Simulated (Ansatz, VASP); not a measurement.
**CuO in VASP and in Ansatz**

```
Cu O
1.0
     0.00000    2.24738    2.24738
     2.24738    0.00000    2.24738
     2.24738    2.24738    0.00000
Cu O
1 1
Direct
  0.00000 0.00000 0.00000
  0.75000 0.75000 0.75000
```

Alike in both runs: task single point; functional r2SCAN; k mesh 8 × 8 × 8; occupations gaussian, width 0.1 eV; collinear spin.

|  | VASP | Ansatz |
| --- | --- | --- |
| version | VASP 6.6.1 | Ansatz 0.2.0 |
| potentials or method | VASP PAW PBE potentials, release 64 (Cu, O), cutoff 520 eV | scalar-relativistic, plane waves, PAW |
| valence electrons in the cell | 17 | 25 |

VASP gave:

```
gap on the k mesh at the Fermi level (eV)                     : none
pressure (GPa)                                                : -2.6
net moment per atom (μB)                                      : 0.00
size of the moment on the site where the two differ most (μB) : 0.00
```

**Question.** Estimate Ansatz's values.

**Answer.** gap on the k mesh at the Fermi level (eV): none; pressure (GPa): -1.7; net moment per atom (μB): 0.45; size of the moment on the site where the two differ most (μB): 0.58.

The net moments are unlike, so the other rows may belong to different states. VASP's potentials were made for PBE, not for r2SCAN. Site moments also hang on the region over which each program counts them. A gap of «none» marks a metal or a gap that the smearing closes. VASP's potentials hold 17 valence electrons a cell and Ansatz's 25, so a difference there can come from the potentials and not from the codes. Ansatz's warnings: stability check not made.
